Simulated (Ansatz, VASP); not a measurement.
# Two plane-wave programs on FeO

```
Fe O
1.0
     1.58442    0.91477    2.48305
    -1.58442    0.91477    2.48305
     0.00000   -1.82953    2.48305
Fe O
1 1
Cartesian
  0.0000 0.0000 0.0000
  0.0000 0.0000 3.7246
```

Alike in both runs: task relaxation of cell and atoms; functional PBE; k mesh 12 × 12 × 12; occupations gaussian, width 0.02 eV; collinear spin; Hubbard terms Fe d U = 5.3 eV.

```csv
,VASP,Ansatz
version,VASP 6.6.1,Ansatz 0.2.0
potentials or method,"VASP PAW PBE potentials, release 64 (Fe, O), cutoff 600 eV","scalar-relativistic, plane waves, PAW"
valence electrons in the cell,14,22
```

|  | VASP | Ansatz | Ansatz less VASP |
| --- | --- | --- | --- |
| net moment per atom (μB) | 2.00 | 2.00 | 0.000 |
| size of the moment on the site where the two differ most (μB) | 3.85 | 3.54 | -0.310 |
| relaxed volume (Å³/atom) | 10.11 | 10.80 | +0.685 |
| relaxed length of the cell vector where the two differ most in proportion (Å) | 3.045 | 3.084 | +0.0395 |

Site moments also hang on the region over which each program counts them. The programs project onto different local orbitals, so the same U acts differently, and such runs can settle in different states. VASP's potentials hold 14 valence electrons a cell and Ansatz's 22, so a difference there can come from the potentials and not from the codes.
